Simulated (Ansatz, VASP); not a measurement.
## HfC: VASP beside Ansatz

Contents of INCAR:

```
SYSTEM = HfC
PREC = Accurate
ENCUT = 520
EDIFF = 1E-6
ISMEAR = -1
SIGMA = 0.08
LREAL = .False.
LASPH = .True.
NELM = 60
ALGO = Normal
ISIF = 2
LWAVE = .False.
LCHARG = .False.
GGA = PE
NBANDS = 14
```

The input KPOINTS:

```
Automatic mesh
0
Gamma
  14 14 14
  0 0 0
```

POSCAR

```
HfC
1.0
    2.7804177010      0.0000000000      0.0000000000
    0.0000000000      2.7804177010      0.0000000000
    0.0000000000      0.0000000000      2.7804177010
Hf C
1 1
Direct
    0.0000000000      0.0000000000      0.0000000000
    0.5000000000      0.5000000000      0.5000000000
```

Input for Ansatz:

```yaml
crystal:
  lattice:
    - [2.780417701, 0.0, 0.0]
    - [0.0, 2.780417701, 0.0]
    - [0.0, 0.0, 2.780417701]
  atoms:
    - { symbol: Hf, position: [0.0, 0.0, 0.0] }
    - { symbol: C, position: [0.5, 0.5, 0.5] }
kpoints:
  mp_grid: { grid: [14, 14, 14] }
  band_path:
    path:
      - [0.0, 0.0, 0.0]
      - [0.0, 0.5, 0.0]
      - [0.5, 0.5, 0.0]
      - [0.0, 0.0, 0.0]
      - [0.5, 0.5, 0.5]
      - [0.0, 0.5, 0.0]
      - [0.5, 0.5, 0.5]
      - [0.5, 0.5, 0.0]
    npoints: 8
scf:
  occupations: { method: fermi_dirac, width: 0.08 }
hamiltonian:
  xc: pbe
  pseudopotentials: { kind: paw }
output:
  forces: true
  stress: true
  eigenvalues: true
  populations: true
  dos: { projected: true, de: 0.2, e_range: [-14, 8] }
```

Change from the starting cell: volume scaled by 0.88, PAW files.

Alike in both runs: task single point; functional PBE; k mesh 14 × 14 × 14; occupations fermi-dirac, width 0.08 eV; no spin polarisation.

|  | VASP | Ansatz |
| --- | --- | --- |
| version | VASP 6.6.1 | Ansatz 0.2.0 |
| potentials or method | VASP PAW PBE potentials, release 64 (Hf_pv, C) | PAW with Ansatz's default frozen-core files, scalar-relativistic |
| plane-wave cutoff (eV) | 520 | 420 |
| valence electrons in the cell | 14 | 30 |

Ansatz gave:

| Quantity | Value |
| --- | --- |
| pressure (GPa) | 33.5 |

Task: What did VASP give for the same quantities?

Result: Pressure (GPa): 31.9.

Both programs put the cell under a high pressure, so it lies far from rest at this level. With one functional, cell and mesh, what is left measures potentials, basis and numerics. VASP's potentials hold 14 valence electrons a cell and Ansatz's 30, so a difference there can come from the potentials and not from the codes.

Spin-orbit coupling is off throughout.
